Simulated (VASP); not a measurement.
Runs of VASP 6.6.1 on AlP (l.bA). The structure is that of space group F-43m (No. 216), or close to it. The cells are those of the table. 

```csv
task,cell,k mesh,smearing,gap on the mesh (eV),pressure (GPa)
single point,"a = 3.868 Å, angles 60.0°, 2 atoms",6 × 6 × 6,gaussian 0.1 eV,1.45,-1.6
single point,"a = 3.842 Å, angles 60.0°, 2 atoms",8 × 8 × 8,gaussian 0.02 eV,1.41,0.1
single point,"a = 3.842 Å, angles 60.0°, 2 atoms",10 × 10 × 10,gaussian 0.02 eV,1.41,0.1
relaxation of cell and atoms,"relaxed from a = 3.868 Å, angles 60.0°, 2 atoms",8 × 8 × 8,gaussian 0.02 eV,(a),0.0
```

Alike in all rows: level LDA; potentials or basis VASP PAW LDA potentials, release 64 (Al, P); no spin polarisation; cutoff (eV) 500.

Question: Fill in the values left out.

Answer: (a) 1.42.

A k mesh can miss the band edges.
